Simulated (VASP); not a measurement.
A run of VASP 6.6.1 is set up as follows.

Contents of INCAR:

```
ALGO = Normal ; EDIFF = 1E-6
ENCUT = 600 ; GGA = PE
GGA_COMPAT = False ; ISIF = 2
ISMEAR = 0 ; LASPH = True
LCHARG = False ; LREAL = False
LWAVE = False ; NBANDS = 16
NELM = 120 ; PREC = Accurate
SIGMA = 0.2
```

KPOINTS

```
k-points
0
Gamma
  8 8 8
```

The input POSCAR:

```
GaN
1.0
    0.0000000000      2.1085153689      2.1085153689
    2.1085153689      0.0000000000      2.1085153689
    2.1085153689      2.1085153689      0.0000000000
Ga N
1 1
Direct
    0.5000000000      0.5000000000      0.5000000000
    0.0000000000      0.0000000000      0.0000000000
```

Potentials or basis: VASP PAW PBE potentials, release 64 (Ga_d, N).

Command:

```bash
$ cat potpaw_PBE.64/Ga_d/POTCAR potpaw_PBE.64/N/POTCAR > POTCAR
$ mpirun -np 1 vasp_std > vasp.out
```

Question: Predict the band gap on the k mesh.

Answer: 0.65 eV, indirect (least direct gap 2.83 eV).

Question: What does it give for the pressure?

Answer: 8.9 GPa.

A k mesh can miss the band edges. As with any semilocal functional, this PBE gap is likely too small.
